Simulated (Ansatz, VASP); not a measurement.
NaI in VASP and in Ansatz

File POSCAR:

```
NaI
1.0
    0.0000000000      3.1878540000      3.2364000000
    3.1878540000      0.0000000000      3.2364000000
    3.1878540000      3.1878540000      0.0000000000
Na I
1 1
Direct
    0.0000000000      0.0000000000      0.0000000000
    0.5000000000      0.5000000000      0.5000000000
```

INCAR.step1

```
SYSTEM = NaI
  PREC = Accurate
  ENCUT = 520
  ISMEAR = 0
  SIGMA = 0.05
  LREAL = .FALSE.
  LASPH = .TRUE.
  NELM = 60
  NBANDS = 14
  GGA = PE
  ALGO = Normal
  EDIFF = 1E-4
  LWAVE = .TRUE.
  LCHARG = .FALSE.
```

INCAR.step2

```
SYSTEM = NaI
  PREC = Accurate
  ENCUT = 520
  EDIFF = 1E-7
  ISMEAR = 0
  SIGMA = 0.05
  LREAL = .FALSE.
  LASPH = .TRUE.
  NELM = 60
  ALGO = Normal
  ISIF = 2
  LWAVE = .FALSE.
  LCHARG = .FALSE.
  METAGGA = R2SCAN
  LMIXTAU = .TRUE.
  NBANDS = 14
  ISTART = 1
```

Contents of KPOINTS:

```
Automatic mesh
0
G
  6 6 6
  0 0 0
```

Input for Ansatz:

```yaml
crystal:
  lattice:
    - [0.0, 3.187854, 3.2364]
    - [3.187854, 0.0, 3.2364]
    - [3.187854, 3.187854, 0.0]
  atoms:
    - { symbol: Na, position: [0.0, 0.0, 0.0] }
    - { symbol: I, position: [0.5, 0.5, 0.5] }
basis:
  ecutwfc: 500
kpoints:
  mp_grid: { grid: [6, 6, 6] }
hamiltonian:
  xc: r2scan
scf:
  occupations: { method: gaussian, width: 0.05 }
output:
  forces: true
  stress: true
  eigenvalues: true
```

Change from the starting cell: strain -0.015 along x and y, +0.000 along z, atoms carried along.

Alike in both runs: task single point; functional r2SCAN; k mesh 6 × 6 × 6; occupations gaussian, width 0.05 eV; no spin polarisation.

|  | VASP | Ansatz |
| --- | --- | --- |
| version | VASP 6.6.1 | Ansatz 0.2.0 |
| potentials or method | VASP PAW PBE potentials, release 64 (Na_pv, I), cutoff 520 eV | scalar-relativistic, plane waves, PAW |
| valence electrons in the cell | 14 | 26 |

```csv
,VASP,Ansatz,Ansatz less VASP
gap on the k mesh at the Fermi level (eV),4.52,4.51,-0.009
least direct gap on the mesh (eV),4.52,4.51,-0.009
pressure (GPa),0.4,0.5,+0.10
"traceless stress, the component that is largest in VASP (GPa)",-0.30,-0.31,-0.013
```

VASP's potentials were made for PBE, not for r2SCAN. With one functional, cell and mesh, what is left measures potentials, basis and numerics. VASP's potentials hold 14 valence electrons a cell and Ansatz's 26, so a difference there can come from the potentials and not from the codes.

Spin-orbit coupling is off throughout.
